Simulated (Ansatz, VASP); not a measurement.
AlN: VASP beside Ansatz

INCAR

```
PREC = Accurate ; ENCUT = 520
EDIFF = 1E-7 ; ISMEAR = -1
SIGMA = 0.03 ; LREAL = False
LASPH = True ; NELM = 80
ALGO = Normal ; ISIF = 2
LWAVE = False ; LCHARG = False
GGA = PS ; NBANDS = 16
```

File KPOINTS:

```
Automatic mesh
0
Gamma
  10 10 6
```

The input POSCAR:

```
AlN
1.0
    3.0689564278      0.0000000000      0.0000000000
   -1.5344782139      2.6577942296      0.0000000000
    0.0000000000      0.0000000000      4.9107214824
Al N
2 2
Direct
    0.3333333333      0.6666666667      0.0000000000
    0.6666666667      0.3333333333      0.5000000000
    0.3333333333      0.6666666667      0.3850000000
    0.6666666667      0.3333333333      0.8850000000
```

Input for Ansatz:

```yaml
crystal:
  lattice:
    - [3.0689564278, 0.0, 0.0]
    - [-1.5344782139, 2.6577942296, 0.0]
    - [0.0, 0.0, 4.9107214824]
  atoms:
    - { symbol: Al, position: [0.3333333333, 0.6666666667, 0.0] }
    - { symbol: Al, position: [0.6666666667, 0.3333333333, 0.5] }
    - { symbol: "N", position: [0.3333333333, 0.6666666667, 0.385] }
    - { symbol: "N", position: [0.6666666667, 0.3333333333, 0.885] }
kpoints:
  mp_grid: { grid: [10, 10, 6] }
  band_path:
    path:
      - [0.0, 0.0, 0.0]
      - [0.5, 0.0, 0.0]
      - [0.3333333333, 0.3333333333, 0.0]
      - [0.0, 0.0, 0.0]
      - [0.0, 0.0, 0.5]
      - [0.5, 0.0, 0.5]
      - [0.3333333333, 0.3333333333, 0.5]
      - [0.0, 0.0, 0.5]
      - [0.5, 0.0, 0.5]
    npoints: 5
scf:
  occupations: { method: fermi_dirac, width: 0.03 }
hamiltonian:
  xc: pbesol
  pseudopotentials: { kind: all_electron, lapw: { basis_error: 0.001 } }
output:
  forces: true
  stress: true
  eigenvalues: true
```

Change from the starting cell: volume scaled by 0.96.

Alike in both runs: task single point; functional PBEsol; k mesh 10 × 10 × 6; occupations fermi-dirac, width 0.03 eV; no spin polarisation.

|  | VASP | Ansatz |
| --- | --- | --- |
| version | VASP 6.6.1 | Ansatz 0.2.0 |
| potentials or method | VASP PAW PBE potentials, release 64 (Al, N), cutoff 520 eV | all-electron LAPW, scalar-relativistic |

VASP gave:

| Quantity | Value |
| --- | --- |
| gap on the k mesh at the Fermi level (eV) | 4.45 |
| pressure (GPa) | 9.6 |
| traceless stress, the component that is largest in VASP (GPa) | -2.10 |
| rms of the force components (eV/Å) | 0.104 |

What did Ansatz give for the same quantities?

gap on the k mesh at the Fermi level (eV): 4.45; pressure (GPa): 9.4; traceless stress, the component that is largest in VASP (GPa): -2.05; rms of the force components (eV/Å): 0.104.

VASP's potentials were made for PBE, not for PBEsol. Atom by atom the forces differ by 0.000 eV/Å (rms over components). Ansatz ran all-electron here, and VASP with PAW potentials.
